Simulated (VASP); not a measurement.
A run of VASP 6.6.1:

INCAR

```
PREC     = Accurate       # precision mode
ENCUT    = 520            # plane-wave cutoff, eV
EDIFF    = 1E-6           # SCF threshold, eV
ISMEAR   = -1             # smearing method
SIGMA    = 0.05           # smearing width, eV
LREAL    = Auto         
LASPH    = T              # aspherical terms in the spheres
NELM     = 150            # most SCF steps
ALGO     = Normal         # electronic algorithm
ISIF     = 2              # what is computed and relaxed
LWAVE    = F              # write WAVECAR
LCHARG   = F              # write CHGCAR
ISPIN    = 2              # spin polarisation
MAGMOM   = 0.143 0.143 0.143 0.143 0 0.143 0 0.143 0 0 0 0 0 0 0.143 # initial moments
LORBIT   = 11             # projections on sites
GGA      = PS             # functional
IVDW     = 12             # dispersion correction
NELECT   = 55.0         
NBANDS   = 46             # bands
```

Contents of KPOINTS:

```
Automatic mesh
0
Gamma
  2 2 2
  0.5 0.5 0.5
```

File POSCAR:

```
Be8SbS6
1.0
    0.0000000000      4.8379960000      4.8379960000
    4.8379960000      0.0000000000      4.8379960000
    4.8379960000      4.8379960000      0.0000000000
Be S Sb
8 6 1
Direct
    0.9956230000      0.9943650000      0.0065820000
    0.5000340000      0.4959370000      0.5030620000
    0.9997410000      0.0144290000      0.5084830000
    0.4938770000      0.5040310000      0.0007210000
    0.9994250000      0.5018600000      0.0007300000
    0.5040390000      0.9885300000      0.5048520000
    0.5004740000      0.9899660000      0.0059770000
    0.0097830000      0.5083120000      0.4896630000
    0.1102170000      0.1284970000      0.1195130000
    0.6254880000      0.6268710000      0.1255940000
    0.1254130000      0.6241830000      0.1145560000
    0.6291560000      0.1230770000      0.6182280000
    0.6254120000      0.1322080000      0.1126600000
    0.1223310000      0.6262580000      0.6273920000
    0.6364210000      0.6264960000      0.6127300000
```

Potentials or basis: VASP PAW PBE potentials, release 64 (Be, S, Sb).

Command:

```console
$ cat potpaw_PBE.64/Be/POTCAR potpaw_PBE.64/S/POTCAR potpaw_PBE.64/Sb/POTCAR > POTCAR
$ mpirun -np 1 vasp_std > vasp.out
```

Hardware: 1 thread of AMD EPYC 9R45 96-Core Processor (Zen 5), on a shared host.

Question: Estimate the wall time of this run.

Answer: Wall time 8.5 min on 1 thread of AMD EPYC 9R45 96-Core Processor (Zen 5), on a shared host, peak memory 0.59 GiB. Counts: scf iterations 15, k points 16.
